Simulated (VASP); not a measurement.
**InSb: single point with PBEsol**

InSb:

```xyz
2
Lattice="3.2479 0.0000 0.0000 0.0000 3.2479 0.0000 0.0000 0.0000 5.5772" Properties=species:S:1:pos:R:3 pbc="T T T"
In    0.0000    0.0000    0.0000
Sb    0.0000    0.0000    2.7886
```

This cell differs from its parent crystal: ratio of the length along z to the lengths across it x 0.85, volume and fractional coordinates fixed.

| Quantity | Value |
| --- | --- |
| Program | VASP 6.6.1 |
| Task | single point |
| Functional | PBEsol |
| Potentials or basis | VASP PAW PBE potentials, release 64 (In_d, Sb) |
| Cutoff | 520 eV |
| k mesh | 18 × 18 × 10 |
| Occupations | gaussian, width 0.15 eV |
| Spin | no spin polarisation |
| Dipole correction | no |
| Further INCAR settings | ALGO = Normal; EDIFF = 1e-06; NBANDS = 16 |

- Pressure: 0.2 GPa
- Band gap on the k mesh: zero (bands 9 and 10 overlap by 4.95 eV)

Stress tensor (GPa, compression positive):
```
-5.22  0.00  0.00
 0.00 -5.22  0.00
 0.00  0.00 11.15
```

Levels at points of the mesh, in eV from the Fermi level:
```
           k point  band 6  band 7  band 8  band 9  band 10  band 11  band 12  band 13
(0.00, 0.00, 0.00)  -11.40   -5.68   -4.69    2.82     2.82     6.84     7.22     8.12
(0.50, 0.00, 0.00)   -9.33   -4.88   -2.98   -2.88    -0.65     3.23     4.43     9.46
(0.50, 0.50, 0.00)   -7.23   -3.10   -3.10   -1.40     0.25     1.41     1.41     2.42
(0.00, 0.00, 0.50)  -11.17   -8.17    1.04    1.84     3.27     3.27     6.58     6.58
(0.50, 0.00, 0.50)   -9.24   -5.65   -4.27   -2.30     3.20     4.13     4.85     7.30
(0.50, 0.50, 0.50)   -7.23   -3.21   -2.58   -2.58    -0.08    -0.08     3.01     4.22
```

Run time: 77 s on 1 thread of Intel(R) Xeon(R) 6975P-C (Granite Rapids), with other jobs on the host, peak memory 0.42 GiB.

Caveat: the PAW data sets were made with another functional, which shifts forces and pressure a little; spin-orbit coupling is left out, which moves the levels of the heavy elements.
